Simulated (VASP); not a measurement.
Input of a VASP 6.6.1 run:

Contents of INCAR:

```
PREC = Accurate
ENCUT = 520
EDIFF = 1E-6
ISMEAR = 0
SIGMA = 0.15
LREAL = F
LASPH = T
NELM = 60
ALGO = Fast
ISIF = 2
LWAVE = F
LCHARG = F
GGA = PS
NBANDS = 13
```

Contents of KPOINTS:

```
Automatic mesh
0
Gamma
  26 26 26
```

POSCAR

```
W
1.0
   -1.6008378405      1.6008378405      1.5298647342
    1.6008378405     -1.6008378405      1.5298647342
    1.6008378405      1.6008378405     -1.5298647342
W
1
Direct
    0.0000000000      0.0000000000      0.0000000000
```

Potentials or basis: VASP PAW PBE potentials, release 64 (W_sv).

Command:

```console
$ cat potpaw_PBE.64/W_sv/POTCAR > POTCAR
$ mpirun -np 1 vasp_std > vasp.out
```

Question: What does it give for the pressure?

Answer: 1.1 GPa.

Question: What does it give for the band gap on the k mesh?

Answer: Zero (bands 7 and 8 overlap by 6.43 eV).

Stress tensor (GPa, compression positive):
```
-4.03  0.00  0.00
 0.00 -4.03  0.00
 0.00  0.00 11.42
```

Caveat: the cell differs from its parent crystal (strain +0.015 along x and y, -0.030 along z); the PAW data sets were made with another functional, which shifts forces and pressure a little; spin-orbit coupling is left out, which moves the levels of the heavy elements.
